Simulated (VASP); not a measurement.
CuO, 4 atoms in the cell. The structure is monoclinic, space group Cc (No. 9). The conventional cell has a = 4.689 Å, b = 3.427 Å, c = 5.132 Å, α = 90.00°, β = 99.65°, γ = 90.00°. Cu (site symmetry 1) has 4 O at 1.91 to 2.02 Å within 2.5 Å. O (site symmetry 1) has 4 Cu at 1.91 to 2.02 Å within 2.5 Å. 

| Quantity | Value |
| --- | --- |
| Program | VASP 6.6.1 |
| Task | single point |
| Functional | PBEsol |
| Potentials or basis | VASP PAW PBE potentials, release 64 (Cu, O) |
| Cutoff | 520 eV |
| k mesh | 16 × 16 × 8 |
| Occupations | fermi-dirac, width 0.5 eV |
| Spin | no spin polarisation |
| Dipole correction | no |
| Further INCAR settings | ALGO = Normal; EDIFF = 1e-06; NBANDS = 25 |

Potentials or basis: VASP PAW PBE potentials, release 64 (Cu, O).

Launch:

```bash
$ cat potpaw_PBE.64/Cu/POTCAR potpaw_PBE.64/O/POTCAR > POTCAR
$ mpirun -np 1 vasp_std > vasp.out
```

Hardware: 1 thread of Intel(R) Xeon(R) 6975P-C (Granite Rapids) (shared host).

Estimate the wall time of this run.

Wall time 4 min on 1 thread of Intel(R) Xeon(R) 6975P-C (Granite Rapids) (shared host), peak memory 0.53 GiB. Counts: scf iterations 15, k points 554.
